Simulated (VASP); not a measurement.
Set up this calculation in VASP 6.6.1, as the native input.

```
Task                   : single point
Functional             : PBE
Potentials or basis    : VASP PAW PBE potentials, release 64 (Ca_sv, Cl, Mg)
Cutoff                 : 520 eV
k mesh                 : 1 × 1 × 1
Occupations            : fermi-dirac, width 0.0552 eV
Spin                   : no spin polarisation
Dipole correction      : no
Further INCAR settings : LREAL = Auto; ALGO = Normal; EDIFF = 1e-07; NBANDS = 57; ISYM = 0
```

The structure of CaMg4Cl10 lies in POSCAR:

```
CaMg4Cl10
1.0
    7.2914250000     -0.0987590000     -0.1794660000
   -0.0987590000      7.2785010000     -0.1619410000
   -0.1794660000     -0.1619410000      7.5467340000
Ca Cl Mg
1 10 4
Direct
    0.3025096236      0.6900351823      0.7653541492
    0.7955470811      0.3088598301      0.1934973092
   -0.0047216679      0.6027046334      0.9180725347
    0.7820643809      0.8724334717      0.3956132169
    0.5814133582      0.4716344945      0.5305224606
    0.1701248259      0.0454013893      0.1346027259
    0.9753602970      0.2097722473      0.6634323853
    0.3879011218      0.3948053091      0.9361626141
    0.5388814545      0.8306614371      1.0067166860
    0.1376682684      0.6482725233      0.4623611584
    0.3903625091      0.9952711516      0.5950763607
    0.6748350054      0.1702413369      0.5076892854
    0.1236024877      0.9530517878      0.4247814490
    0.7287806040      0.6281935587      0.1195176129
    0.0707648431      0.3037784192      0.9550259840
```

The input as run:

INCAR

```
ALGO     = Normal         # electronic algorithm
EDIFF    = 1E-7           # SCF threshold, eV
ENCUT    = 520            # plane-wave cutoff, eV
GGA      = PE             # functional
ISIF     = 2              # what is computed and relaxed
ISMEAR   = -1             # smearing method
ISYM     = 0            
LASPH    = True           # aspherical terms in the spheres
LCHARG   = False          # write CHGCAR
LREAL    = Auto         
LWAVE    = False          # write WAVECAR
NBANDS   = 57             # bands
NELM     = 60             # most SCF steps
PREC     = Accurate       # precision mode
SIGMA    = 0.0552         # smearing width, eV
```

KPOINTS

```
k-points
0
Gamma
  1 1 1
```

Potentials or basis: VASP PAW PBE potentials, release 64 (Ca_sv, Cl, Mg).

Command:

```bash
$ cat potpaw_PBE.64/Ca_sv/POTCAR potpaw_PBE.64/Cl/POTCAR potpaw_PBE.64/Mg/POTCAR > POTCAR
$ mpirun -np 1 vasp_gam > vasp.out
```

Results of the run:

The pressure is 2.5 GPa and the largest force is 1.643 eV/Å.

Caveat: the k points lie up to 0.86 Å⁻¹ apart, too coarse for converged energies, forces and pressures; the atoms stand as in a frame of molecular dynamics.

It took 50 s on 1 thread of Intel(R) Xeon(R) Platinum 8259CL CPU @ 2.50GHz (Skylake/Cascade Lake), with other jobs on the host, peak memory 0.37 GiB.
